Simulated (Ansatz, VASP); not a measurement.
# Two plane-wave programs on Al9H

The input INCAR:

```
SYSTEM = Al9H
PREC = Accurate
ENCUT = 520
EDIFF = 1E-6
ISMEAR = 0
SIGMA = 0.1
LREAL = Auto
LASPH = .TRUE.
NELM = 60
ALGO = Normal
ISIF = 2
LWAVE = .FALSE.
LCHARG = .TRUE.
LDIPOL = .TRUE.
IDIPOL = 3
DIPOL = 0.5 0.5 0.297
GGA = PE
LELF = .TRUE.
LVHAR = .TRUE.
LVACPOTAV = .TRUE.
NBANDS = 44
```

Contents of KPOINTS:

```
regular mesh
0
G
  5 3 1
  0 0 0
```

POSCAR

```
Al9H
1.0
    5.7070863106      0.0000000000      0.0000000000
   -1.4267715776      9.7014842380      0.0000000000
    0.0000000000      0.0000000000     22.7903703519
Al H
18 2
Direct
    0.2662216041      0.0648864163      0.1755127248
    0.7662216041      0.0648864163      0.1755127248
    0.3354806058      0.3419224231      0.2192029854
    0.8354806058      0.3419224231      0.2192029854
    0.1493324061      0.5973296244      0.2279410375
    0.6493324061      0.5973296244      0.2279410375
    0.4631842064      0.8527368258      0.2366790896
    0.9631842065      0.8527368258      0.2366790896
    0.0319772093      0.1277109169      0.2808262502
    0.5319772093      0.1277109169      0.2808262502
    0.0997917601      0.4042231294      0.3301071124
    0.5997917601      0.4042231294      0.3301071124
    0.4144000537      0.6596656514      0.3369822081
    0.9144000537      0.6596656514      0.3369822081
    0.2263076916      0.9110819252      0.3449259130
    0.7263076916      0.9110819252      0.3449259130
    0.2962427243      0.1814072004      0.3857054631
    0.7962427243      0.1814072004      0.3857054631
    0.6062643800      0.2895085324      0.4335326807
    0.6062643800      0.5597556849      0.4335326807
```

Input for Ansatz:

```yaml
crystal:
  lattice:
    - [5.7070863106, 0.0, 0.0]
    - [-1.4267715776, 9.701484238, 0.0]
    - [0.0, 0.0, 22.7903703519]
  atoms:
    - { symbol: Al, position: [0.2662216041, 0.0648864163, 0.1755127248] }
    - { symbol: Al, position: [0.7662216041, 0.0648864163, 0.1755127248] }
    - { symbol: Al, position: [0.3354806058, 0.3419224231, 0.2192029854] }
    - { symbol: Al, position: [0.8354806058, 0.3419224231, 0.2192029854] }
    - { symbol: Al, position: [0.1493324061, 0.5973296244, 0.2279410375] }
    - { symbol: Al, position: [0.6493324061, 0.5973296244, 0.2279410375] }
    - { symbol: Al, position: [0.4631842064, 0.8527368258, 0.2366790896] }
    - { symbol: Al, position: [0.9631842065, 0.8527368258, 0.2366790896] }
    - { symbol: Al, position: [0.0319772093, 0.1277109169, 0.2808262502] }
    - { symbol: Al, position: [0.5319772093, 0.1277109169, 0.2808262502] }
    - { symbol: Al, position: [0.0997917601, 0.4042231294, 0.3301071124] }
    - { symbol: Al, position: [0.5997917601, 0.4042231294, 0.3301071124] }
    - { symbol: Al, position: [0.4144000537, 0.6596656514, 0.3369822081] }
    - { symbol: Al, position: [0.9144000537, 0.6596656514, 0.3369822081] }
    - { symbol: Al, position: [0.2263076916, 0.9110819252, 0.344925913] }
    - { symbol: Al, position: [0.7263076916, 0.9110819252, 0.344925913] }
    - { symbol: Al, position: [0.2962427243, 0.1814072004, 0.3857054631] }
    - { symbol: Al, position: [0.7962427243, 0.1814072004, 0.3857054631] }
    - { symbol: H, position: [0.60626438, 0.2895085324, 0.4335326807] }
    - { symbol: H, position: [0.60626438, 0.5597556849, 0.4335326807] }
basis:
  ecutwfc: 420
kpoints:
  mp_grid: { grid: [5, 3, 1] }
hamiltonian:
  xc: pbe
  pseudopotentials: { kind: paw, azcp: { folder: soft_1 } }
scf:
  occupations: { method: gaussian, width: 0.1 }
output:
  forces: true
  eigenvalues: true
efield:
  axis: 3
  dipole_correction: true
  ramp_width: 0.04
```

Alike in both runs: task single point; functional PBE; k mesh 5 × 3 × 1; occupations gaussian, width 0.1 eV; no spin polarisation.

|  | VASP | Ansatz |
| --- | --- | --- |
| version | VASP 6.6.1 | Ansatz 0.2.0 |
| potentials or method | VASP PAW PBE potentials, release 64 (Al, H), cutoff 520 eV | scalar-relativistic, plane waves, PAW |
| valence electrons in the cell | 56 | 56 |

```tsv
	VASP	Ansatz	Ansatz less VASP
gap on the k mesh at the Fermi level (eV)	none	none	-
rms of the force components (eV/Å)	0.280	0.280	+0.0001
work function, face that differs most (eV)	4.24	4.24	-0.002
```

Atom by atom the forces differ by 0.001 eV/Å (rms over components). A gap of «none» marks a metal or a gap that the smearing closes.
